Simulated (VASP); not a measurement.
Set up this calculation in VASP 6.6.1, as the native input.

```
Task                   : single point
Functional             : PBEsol
Potentials or basis    : VASP PAW PBE potentials, release 64 (Ge_d)
Cutoff                 : 520 eV
k mesh                 : 20 × 20 × 20
Occupations            : gaussian, width 0.15 eV
Spin                   : no spin polarisation
Dipole correction      : no
Further INCAR settings : ALGO = Normal; EDIFF = 1e-06; NBANDS = 21
```

The structure of Ge lies in POSCAR:

```
Ge
1.0
   -2.5333364700      2.6906259450      1.3938385900
    2.5333364700     -2.6906259450      1.3938385900
    2.5333364700      2.6906259450     -1.3938385900
Ge
2
Direct
    0.1859430000      0.9359430000      0.2500000000
    0.8140570000      0.0640570000      0.7500000000
```

This cell differs from its parent crystal: strain +0.015 along x and y, -0.030 along z.

These files were run (other wordings do the same):

INCAR

```
SYSTEM = Ge
PREC = Accurate
ENCUT = 520
EDIFF = 1E-6
ISMEAR = 0
SIGMA = 0.15
LREAL = .FALSE.
LASPH = .TRUE.
NELM = 60
ALGO = Normal
ISIF = 2
LWAVE = .FALSE.
LCHARG = .FALSE.
GGA = PS
NBANDS = 21
```

KPOINTS

```
Automatic mesh
0
G
  20 20 20
  0 0 0
```

Potentials or basis: VASP PAW PBE potentials, release 64 (Ge_d).

The run is started by

```console
$ cat potpaw_PBE.64/Ge_d/POTCAR > POTCAR
$ mpirun -np 1 vasp_std > vasp.out
```

It gave:

```json
{"Pressure": "-2.5 GPa", "Largest force": "0.046 eV/Å", "Band gap on the k mesh": "zero (band 14 reaches 8.52 eV, above the bottom of band 15 at 3.13 eV)"}
```

Caveat: the cell differs from its parent crystal (strain +0.015 along x and y, -0.030 along z); the PAW data sets were made with another functional, which shifts forces and pressure a little.

It took 5.3 min on 1 thread of Intel(R) Xeon(R) 6975P-C (Granite Rapids) (shared host), peak memory 0.76 GiB.
